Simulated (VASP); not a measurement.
# Al2Ga (I4/mmm) in VASP: single point with PBE

Aim: the single point of Al2Ga with PBE.

Program: VASP 6.6.1. These are calculated values, not measurements. Logs are shortened: lines on timing, memory, paths and dates and some standing lists are left out, and cuts for length are marked.

## 1. The cell of the first run

The typed cell holds 3 atoms: a = 4.347 Å, b = 4.347 Å, c = 4.347 Å, α = 119.98°, β = 119.98°, γ = 90.04°.

## 2. Single point, PBE

File INCAR:

```
SYSTEM = Al2Ga
PREC = Accurate
ENCUT = 520
EDIFF = 1E-6
ISMEAR = 0
SIGMA = 0.1
LREAL = .False.
LASPH = .True.
NELM = 80
ALGO = Fast
ISIF = 2
LWAVE = .False.
LCHARG = .False.
GGA = PE
NBANDS = 16
```

File KPOINTS:

```
regular mesh
0
Gamma
  14 14 14
  0 0 0
```

File POSCAR:

```
Al2Ga
1.0
   -2.1744143412      2.1744143412      3.0729001491
    2.1744143412     -2.1744143412      3.0729001491
    2.1744143412      2.1744143412     -3.0729001491
Al Ga
2 1
Direct
    0.7500000000      0.2500000000      0.5000000000
    0.2500000000      0.7500000000      0.5000000000
    0.0000000000      0.0000000000      0.0000000000
```

Potentials or basis: VASP PAW PBE potentials, release 64 (Al, Ga_d).

The run is started by

```bash
cat potpaw_PBE.64/Al/POTCAR potpaw_PBE.64/Ga_d/POTCAR > POTCAR
mpirun -np 1 vasp_std > vasp.out
```

OUTCAR:

```text
SYSTEM = Al2Ga
   PREC = Accurate
   ENCUT = 520
   EDIFF = 1E-6
   ISMEAR = 0
   LREAL = .False.
   LASPH = .True.
   NELM = 80
   ISIF = 2
   GGA = PE

 ion  position               nearest neighbor table
   1  0.750  0.250  0.500-   3 2.66   3 2.66   3 2.66   3 2.66   2 3.07   2 3.07   2 3.08   2 3.08
                             2 3.08   2 3.08
   2  0.250  0.750  0.500-   3 2.66   3 2.66   3 2.66   3 2.66   1 3.07   1 3.07   1 3.08   1 3.08
                             1 3.08   1 3.08
   3  0.000  0.000  0.000-   1 2.66   2 2.66   1 2.66   2 2.66   1 2.66   2 2.66   1 2.66   2 2.66

  LATTYP: Found a body centered tetragonal cell.
 ALAT       =     4.3488286824
 C/A-ratio  =     1.4132081871

  Lattice vectors:

 A1 = (  -2.1744143412,   2.1744143412,   3.0729001491)
 A2 = (   2.1744143412,  -2.1744143412,   3.0729001491)
 A3 = (   2.1744143412,   2.1744143412,  -3.0729001491)

Analysis of symmetry for initial positions (statically):
=====================================================================
 Subroutine PRICEL returns:
 Original cell was already a primitive cell.

 Routine SETGRP: Setting up the symmetry group for a
 body centered tetragonal supercell.

 Subroutine GETGRP returns: Found 16 space group operations
 (whereof 16 operations were pure point group operations)
 out of a pool of 16 trial point group operations.

The static configuration has the point symmetry D_4h.

Analysis of symmetry for dynamics (positions and initial velocities):
=====================================================================
 Subroutine PRICEL returns:
 Original cell was already a primitive cell.

 Routine SETGRP: Setting up the symmetry group for a
 body centered tetragonal supercell.

 Subroutine GETGRP returns: Found 16 space group operations
 (whereof 16 operations were pure point group operations)
 out of a pool of 16 trial point group operations.

The dynamic configuration has the point symmetry D_4h.

 Subroutine INISYM returns: Found 16 space group operations
 (whereof 16 operations are pure point group operations),
 and found     1 'primitive' translations

----------------------------------------------------------------------------------------

                                     Primitive cell

  volume of cell :      58.1156

  direct lattice vectors                    reciprocal lattice vectors
    -2.174414341  2.174414341  3.072900149     0.000000000  0.229946975  0.162712739
     2.174414341 -2.174414341  3.072900149     0.229946975  0.000000000  0.162712739
     2.174414341  2.174414341 -3.072900149     0.229946975  0.229946975  0.000000000

  length of vectors
     4.347283149  4.347283149  4.347283149     0.281693178  0.281693178  0.325194131

  position of ions in fractional coordinates (direct lattice)
     0.750000000  0.250000000  0.500000000
     0.250000000  0.750000000  0.500000000
     0.000000000  0.000000000  0.000000000

  ion indices of the primitive-cell ions
   primitive index   ion index
                 1           1
                 2           2
                 3           3

----------------------------------------------------------------------------------------

 KPOINTS: regular mesh

Automatic generation of k-mesh.
 Grid dimensions read from file:
 generate k-points for:   14   14   14

 Generating k-lattice:

  Cartesian coordinates                     Fractional coordinates (reciprocal lattice)
     0.000000000  0.016424784  0.011622339     0.071428571  0.000000000  0.000000000
     0.016424784  0.000000000  0.011622339     0.000000000  0.071428571  0.000000000
     0.016424784  0.016424784  0.000000000     0.000000000  0.000000000  0.071428571

  Length of vectors
     0.020120941  0.020120941  0.023228152

  Shift w.r.t. Gamma in fractional coordinates (k-lattice)
     0.000000000  0.000000000  0.000000000

 Subroutine IBZKPT returns following result:
 ===========================================

 Found    244 irreducible k-points:

 Following reciprocal coordinates:
            Coordinates               Weight
  0.000000  0.000000  0.000000      1.000000
  0.071429  0.000000 -0.000000      8.000000
  0.142857 -0.000000  0.000000      8.000000
  0.214286 -0.000000  0.000000      8.000000
  0.285714  0.000000  0.000000      8.000000
  0.357143 -0.000000  0.000000      8.000000
[... 16 lines left out ...]
  0.214286  0.142857  0.000000     16.000000
  0.285714  0.142857  0.000000     16.000000
 [... further k-points ...]
   k-points           NKPTS =    244   k-points in BZ     NKDIM =    244   number of bands    NBANDS=     16
   number of dos      NEDOS =    301   number of ions     NIONS =      3
   total plane-waves  NPLWV =  32768
   dimension x,y,z NGX =    32 NGY =   32 NGZ =   32
   dimension x,y,z NGXF=    64 NGYF=   64 NGZF=   64
   ions per type =               2   1
   NGX,Y,Z   is equivalent  to a cutoff of  12.24, 12.24, 12.24 a.u.
   NGXF,Y,Z  is equivalent  to a cutoff of  24.47, 24.47, 24.47 a.u.
 SYSTEM =  Al2Ga
   PREC   = accura    normal or accurate (medium, high low for compatibility)
   ISTART =      0    job   : 0-new  1-cont  2-samecut
   ICHARG =      2    charge: 1-file 2-atom 10-const
   ISPIN  =      1    spin polarized calculation?
   LNONCOLLINEAR =      F non collinear calculations
   LSORBIT =      F    spin-orbit coupling
   LASPH  =      T    aspherical Exc in radial PAW
   ENCUT  =  520.0 eV  38.22 Ry    6.18 a.u.   8.08  8.08  8.08*2*pi/ulx,y,z
   NELM   =     80;   NELMIN=  2; NELMDL= -5     # of ELM steps
   EDIFF  = 0.1E-05   stopping-criterion for ELM
   LREAL  =      F    real-space projection
   EDIFFG = 0.1E-04   stopping-criterion for IOM
   NSW    =      0    number of steps for IOM
   IBRION =     -1    ionic relax: 0-MD 1-quasi-New 2-CG
   NFREE  =      0    steps in history (QN), initial steepest desc. (CG)
   ISIF   =      2    stress and relaxation
   ISYM   =      2    0-nonsym 1-usesym 2-fastsym
   POTIM  = 0.5000    time-step for ionic-motion
   TEBEG  =    0.0;   TEEND  =   0.0 temperature during run
   PSTRESS=    0.0 pullay stress
   NELECT =      19.0000    total number of electrons
   NUPDOWN=      -1.0000    fix difference up-down
   EMIN   =  10.00;   EMAX   =-10.00  energy-range for DOS
   EFERMI =   0.00;   METHOD = LEGACY
   ISMEAR =     0;   SIGMA  =   0.10  broadening in eV -4-tet -1-fermi 0-gaus
   EFERMI_NEDOS =   21; number of points for ismear=-14 and -15
   IALGO  =     68    algorithm
   IMIX   =      4    mixing-type and parameters
     AMIX     =   0.40;   BMIX     =  1.00
     AMIX_MAG =   1.60;   BMIX_MAG =  1.00
  volume/ion in A,a.u.               =      19.37       130.73
  Fermi-wavevector in a.u.,A,eV,Ry     =   1.127790  2.131215 17.305399  1.271911
  Thomas-Fermi vector in A             =   2.264478
   LORBIT       =      0    0 simple, 1 ext, 2 COOP (PROOUT), +10 PAW based schemes
   GGA     = PE    functional components
   LHFCALC =     F    Hartree Fock is set to
   AEXX    =    0.0000 exact exchange contribution
   IVDW    =     0    specifies the selected vdW correction
   LEPSILON=     F    determine dielectric tensor
   LRPA    =     F    only Hartree local field effects (RPA)
 non-spin polarized calculation
 RMM-DIIS sequential band-by-band and
 Gauss-broadening in eV      SIGMA  =   0.10
  energy-cutoff  :      520.00
  volume of cell :       58.12
 maximum number of plane-waves:      1588
   NGX = 17   NGY = 17   NGZ = 17

 number of electron      18.9999995 magnetization

 Free energy of the ion-electron system (eV)
  ---------------------------------------------------
  ext. energy  EPLUGINS =         0.00000000
  ---------------------------------------------------
  free energy    TOTEN  =       -10.05997984 eV

  energy without entropy =      -10.05497751  energy(sigma->0) =      -10.05747867

 E-fermi :   6.1538     XC(G=0):  -9.8777

 val. band max:        6.1297753911   @ k =   0.4286   0.1429   0.0000
 cond. band min:       6.1653165208   @ k =  -0.2143  -0.4286   0.1429
 fundamental gap:      0.0355411297
 Fermi energy:         6.1537768306

 k-point     1 :       0.0000    0.0000    0.0000
  band No.  band energies     occupation
      1      -8.9601      2.00000
      2      -8.9600      2.00000
      3      -8.9600      2.00000
      4      -8.8981      2.00000
      5      -8.8980      2.00000
      6      -4.6972      2.00000
[... 8 lines left out ...]
     15      11.4500      0.00000
     16      11.5039      0.00000

 k-point     2 :       0.0714    0.0000   -0.0000
  band No.  band energies     occupation
      1      -8.9601      2.00000
      2      -8.9594      2.00000
      3      -8.9594      2.00000
      4      -8.8981      2.00000
      5      -8.8979      2.00000
      6      -4.6398      2.00000
[... 8 lines left out ...]
     15      10.6838      0.00000
     16      10.6923      0.00000

 k-point     3 :       0.1429   -0.0000    0.0000
  band No.  band energies     occupation
      1      -8.9605      2.00000
      2      -8.9577      2.00000
      3      -8.9576      2.00000
      4      -8.8981      2.00000
      5      -8.8979      2.00000
      6      -4.4683      2.00000
[... 8 lines left out ...]
     15      10.1646      0.00000
     16      10.2832      0.00000

 k-point     4 :       0.2143   -0.0000    0.0000
  band No.  band energies     occupation
      1      -8.9611      2.00000
      2      -8.9553      2.00000
      3      -8.9552      2.00000
      4      -8.8978      2.00000
      5      -8.8977      2.00000
      6      -4.1844      2.00000
[... 8 lines left out ...]
     15      10.1380      0.00000
     16      10.6855      0.00000

 k-point     5 :       0.2857    0.0000    0.0000
  band No.  band energies     occupation
      1      -8.9620      2.00000
      2      -8.9528      2.00000
      3      -8.9527      2.00000
      4      -8.8974      2.00000
      5      -8.8973      2.00000
      6      -3.7937      2.00000
[... 8 lines left out ...]
     15      10.6737      0.00000
     16      11.2220      0.00000

 k-point     6 :       0.3571   -0.0000    0.0000
  band No.  band energies     occupation
      1      -8.9630      2.00000
      2      -8.9508      2.00000
      3      -8.9507      2.00000
      4      -8.8969      2.00000
      5      -8.8967      2.00000
      6      -3.3121      2.00000
[... 8 lines left out ...]
     15      11.5393      0.00000
     16      12.1366      0.00000

 k-point     7 :       0.4286   -0.0000    0.0000
  band No.  band energies     occupation
      1      -8.9637      2.00000
      2      -8.9494      2.00000
      3      -8.9494      2.00000
      4      -8.8964      2.00000
      5      -8.8962      2.00000
      6      -2.7975      2.00000
[... 8 lines left out ...]
     15      12.5505      0.00000
     16      13.2106      0.00000

 k-point     8 :       0.5000   -0.0000    0.0000
  band No.  band energies     occupation
      1      -8.9640      2.00000
      2      -8.9490      2.00000
      3      -8.9489      2.00000
      4      -8.8962      2.00000
      5      -8.8960      2.00000
      6      -2.5056      2.00000
[... 8 lines left out ...]
     15      13.2725      0.00000
     16      14.2945      0.00000

 k-point     9 :       0.0714    0.0714    0.0000
  band No.  band energies     occupation
      1      -8.9606      2.00000
      2      -8.9587      2.00000
      3      -8.9578      2.00000
      4      -8.8984      2.00000
      5      -8.8976      2.00000
      6      -4.5444      2.00000
[... 8 lines left out ...]
     15       9.9874      0.00000
     16      10.5244      0.00000
[... 172 lines left out ...]
 k-point    19 :      -0.2143    0.0714    0.0000
  band No.  band energies     occupation
      1      -8.9618      2.00000
      2      -8.9556      2.00000
      3      -8.9548      2.00000
      4      -8.8992      2.00000
      5      -8.8966      2.00000
      6      -4.2406      2.00000
[... 8 lines left out ...]
     15      10.7198      0.00000
     16      11.1068      0.00000

 k-point    20 :      -0.1429    0.0714   -0.0000
  band No.  band energies     occupation
      1      -8.9614      2.00000
      2      -8.9574      2.00000
      3      -8.9572      2.00000
      4      -8.8990      2.00000
      5      -8.8971      2.00000
      6      -4.4872      2.00000
[... 8 lines left out ...]
     15      10.1154      0.00000
     16      10.9398      0.00000

 k-point    21 :      -0.0714    0.0714    0.0000
  band No.  band energies     occupation
      1      -8.9608      2.00000
      2      -8.9589      2.00000
      3      -8.9588      2.00000
      4      -8.8986      2.00000
      5      -8.8975      2.00000
      6      -4.6208      2.00000
[... 8 lines left out ...]
     15      10.0643      0.00000
     16      11.5791      0.00000

 k-point    22 :       0.1429    0.1429    0.0000
  band No.  band energies     occupation
      1      -8.9612      2.00000
      2      -8.9550      2.00000
      3      -8.9538      2.00000
      4      -8.8991      2.00000
      5      -8.8966      2.00000
      6      -4.0894      2.00000
[... 8 lines left out ...]
     15      10.8542      0.00000
     16      12.1486      0.00000

 k-point    23 :       0.2143    0.1429    0.0000
  band No.  band energies     occupation
      1      -8.9610      2.00000
      2      -8.9525      2.00000
      3      -8.9524      2.00000
      4      -8.8990      2.00000
      5      -8.8963      2.00000
      6      -3.7350      2.00000
[... 8 lines left out ...]
     15      11.1435      0.00000
     16      13.4015      0.00000

 k-point    24 :       0.2857    0.1429    0.0000
  band No.  band energies     occupation
      1      -8.9608      2.00000
      2      -8.9517      2.00000
      3      -8.9499      2.00000
      4      -8.8983      2.00000
      5      -8.8964      2.00000
      6      -3.2832      2.00000
[... 8 lines left out ...]
     15      10.9825      0.00000
     16      14.0617      0.00000

 [... further k-points ...]
[... 5 lines left out ...]
  --------------------------------------------------------------------------------------
  -------------------------------------------------------------------------------------
  Total        0.0126838      0.0126838      0.0217041      0.0000000     -0.0000000      0.0000000
  in kB        0.3496771      0.3496771      0.5983553      0.0000000     -0.0000000      0.0000000
  external PRESSURE =       0.4325698 kB  Pullay stress =       0.0000000 kB

 VOLUME and BASIS-vectors are now :
 -----------------------------------------------------------------------------
  energy-cutoff  :      520.00
  volume of cell :       58.12
      direct lattice vectors                 reciprocal lattice vectors
    -2.174414341  2.174414341  3.072900149     0.000000000  0.229946975  0.162712739
     2.174414341 -2.174414341  3.072900149     0.229946975  0.000000000  0.162712739
     2.174414341  2.174414341 -3.072900149     0.229946975  0.229946975  0.000000000

 POSITION                                       TOTAL-FORCE (eV/Angst)
 -----------------------------------------------------------------------------------
      0.00000      2.17441      1.53645         0.000000     -0.000000      0.000000
      2.17441      0.00000      1.53645        -0.000000      0.000000     -0.000000
      0.00000      0.00000      0.00000         0.000000      0.000000     -0.000000
 -----------------------------------------------------------------------------------
    total drift:                                0.000000     -0.000000     -0.000000

  FREE ENERGIE OF THE ION-ELECTRON SYSTEM (eV)
  ---------------------------------------------------
  free  energy   TOTEN  =       -10.0599798366 eV

  energy  without entropy=      -10.0549775097  energy(sigma->0) =      -10.05747867
```

Wall time 3.6 min (1 thread of Oxide Virtual Turin-like, shared host); peak memory 0.31 GiB.

Results:

* Free energy: -10.0600 eV
* Pressure: 0.0 GPa
